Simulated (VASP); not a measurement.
B3MoP4: relaxation of cell and atoms with PBE

The system is B3MoP4.

```
CELL_PARAMETERS angstrom
4.83159 0.00000 0.00000
0.00000 4.83159 0.00000
0.00000 0.00000 4.83159
ATOMIC_POSITIONS crystal
B 0.50000 0.00000 0.00000
B 0.00000 0.50000 0.00000
B 0.00000 0.00000 0.50000
Mo 0.50000 0.50000 0.50000
P 0.23019 0.23019 0.23019
P 0.76981 0.76981 0.23019
P 0.76981 0.23019 0.76981
P 0.23019 0.76981 0.76981
```

| Item | Value |
| --- | --- |
| Program | VASP 6.6.1 |
| Task | relaxation of cell and atoms |
| Functional | PBE |
| Potentials or basis | VASP PAW PBE potentials, release 64 (B, Mo_sv, P) |
| Cutoff | 600 eV |
| k mesh | 8 × 8 × 8 |
| Occupations | gaussian, width 0.1 eV |
| Spin | no spin polarisation |
| Dipole correction | no |
| Further INCAR settings | ALGO = Normal; EDIFF = 1e-07; IBRION = 2; EDIFFG = -0.01; NSW = 100; ISIF = 3 |

```
Relaxed volume                         : 14.07 Å³/atom
Relaxed cell                           : a = 4.829 Å, b = 4.829 Å, c = 4.829 Å, α = 90.00°, β = 90.00°, γ = 90.00°
Space group after relaxing (to 0.05 Å) : P-43m (No. 215)
Energy gained by relaxing              : 0.0 meV/atom
Ionic steps                            : 5
Pressure after relaxing                : 0.0 GPa
Largest force after relaxing           : 0.005 eV/Å
```

Forces on the atoms (eV/Å):
```
B    0.000  0.000  0.000
B    0.000  0.000  0.000
B    0.000  0.000  0.000
Mo   0.000  0.000  0.000
P    0.003  0.003  0.003
P   -0.003 -0.003  0.003
P   -0.003  0.003 -0.003
P    0.003 -0.003 -0.003
```

Step by step:
```tsv
step	energy change (eV)	largest force (eV/Å)	pressure (GPa)	volume (Å³)
1	0.0000	0.0068	-0.22	112.79
2	-0.0001	0.0152	0.16	112.48
3	-0.0001	0.0120	0.01	112.60
4	-0.0001	0.0119	0.01	112.60
5	-0.0001	0.0048	0.00	112.59
```

Final structure:
```yaml
crystal:
  lattice:
    - [4.82876, 0.00000, 0.00000]
    - [0.00000, 4.82876, 0.00000]
    - [0.00000, 0.00000, 4.82876]
  atoms:
    - { symbol: B, position: [0.50000, 0.00000, 0.00000] }
    - { symbol: B, position: [0.00000, 0.50000, 0.00000] }
    - { symbol: B, position: [0.00000, 0.00000, 0.50000] }
    - { symbol: Mo, position: [0.50000, 0.50000, 0.50000] }
    - { symbol: P, position: [0.23010, 0.23010, 0.23010] }
    - { symbol: P, position: [0.76990, 0.76990, 0.23010] }
    - { symbol: P, position: [0.76990, 0.23010, 0.76990] }
    - { symbol: P, position: [0.23010, 0.76990, 0.76990] }
```

Levels at points of the mesh, in eV from the Fermi level:
| k point | band 18 | band 19 | band 20 | band 21 | band 22 | band 23 | band 24 | band 25 | band 26 |
| --- | --- | --- | --- | --- | --- | --- | --- | --- | --- |
| (0.00, 0.00, 0.00) | -2.40 | -2.40 | -2.40 | -1.49 | -1.49 | 0.92 | 0.92 | 0.92 | 1.29 |
| (0.50, 0.00, 0.00) | -2.53 | -1.59 | -1.59 | -0.35 | 0.48 | 0.51 | 1.29 | 1.60 | 1.60 |
| (0.50, 0.50, 0.00) | -3.02 | -1.89 | -1.89 | 0.09 | 0.45 | 0.56 | 1.85 | 1.85 | 2.81 |
| (0.50, 0.50, 0.50) | -2.41 | -2.41 | -2.41 | -0.63 | -0.63 | 1.50 | 1.50 | 1.50 | 3.50 |

Wall time 2.2 min on 1 thread of Intel(R) Xeon(R) 6975P-C (Granite Rapids), on a shared host, peak memory 0.32 GiB.
